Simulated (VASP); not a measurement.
Write the native input for VASP 6.6.1 that does the following.

| Property | Result |
| --- | --- |
| Task | relaxation of cell and atoms |
| Functional | PBE |
| Potentials or basis | VASP PAW PBE potentials, release 64 (Fe, I) |
| Cutoff | 600 eV |
| k mesh | 4 × 4 × 4 |
| Occupations | gaussian, width 0.1 eV |
| Spin | collinear spin, ferromagnetic start |
| Starting moments | [3.21, 3.21, 3.21, 0.13] μB |
| Dipole correction | no |
| Further INCAR settings | ALGO = Normal; EDIFF = 1e-06; IBRION = 2; EDIFFG = -0.04; NSW = 90; ISIF = 3 |

The structure of Fe3I lies in POSCAR:

```
Fe3I
1.0
    4.1880152707      0.0000000000      0.0000000000
    0.0000000000      4.1880152707      0.0000000000
    0.0000000000      0.0000000000      4.1880152707
Fe I
3 1
Direct
    0.0000000000      0.5000000000      0.5000000000
    0.5000000000      0.0000000000      0.5000000000
    0.5000000000      0.5000000000      0.0000000000
    0.0000000000      0.0000000000      0.0000000000
```

These files were run (other wordings do the same):

INCAR

```
SYSTEM = Fe3I
PREC     = Accurate       ! precision mode
ENCUT    = 600            ! plane-wave cutoff, eV
EDIFF    = 1E-6           ! SCF threshold, eV
ISMEAR   = 0              ! smearing method
SIGMA    = 0.1            ! smearing width, eV
LREAL    = .False.        ! projectors in reciprocal space
LASPH    = .True.         ! aspherical terms in the spheres
NELM     = 150            ! most SCF steps
ALGO     = Normal         ! electronic algorithm
ISIF     = 3              ! what is computed and relaxed
LWAVE    = .False.        ! write WAVECAR
LCHARG   = .False.        ! write CHGCAR
ISPIN    = 2              ! spin polarisation
MAGMOM   = 3.21 3.21 3.21 0.13 ! initial moments
LORBIT   = 11             ! projections on sites
LMAXMIX  = 4              ! l up to which the mixer works
GGA      = PE             ! functional
IBRION   = 2              ! ionic algorithm
NSW      = 90             ! ionic steps
EDIFFG   = -0.04          ! ionic threshold
```

KPOINTS

```
regular mesh
0
Gamma
  4 4 4
  0 0 0
```

Potentials or basis: VASP PAW PBE potentials, release 64 (Fe, I).

The run is started by

```console
$ cat potpaw_PBE.64/Fe/POTCAR potpaw_PBE.64/I/POTCAR > POTCAR
$ mpirun -np 1 vasp_std > vasp.out
```

Results of the run:

* Relaxed volume: 15.15 Å³/atom
* Relaxed cell: a = 3.928 Å, b = 3.928 Å, c = 3.928 Å, α = 90.00°, β = 90.00°, γ = 90.00°
* Space group after relaxing (to 0.05 Å): Pm-3m (No. 221)
* Energy gained by relaxing: 154.7 meV/atom
* Ionic steps: 3
* Pressure after relaxing: 0.1 GPa
* Net moment: 8.29 μB per cell
* Site moments: Fe +2.71; I +0.12 μB
* Valence electrons inside the program's atomic spheres: Fe 7.00; I 4.31

Caveat: the k points lie up to 0.40 Å⁻¹ apart in the final cell; the volume moved by over 15 % at a fixed basis, so the end points are rough.

It took 74 s on 1 thread of AMD EPYC 9R45 96-Core Processor (Zen 5) (shared host), peak memory 0.23 GiB.
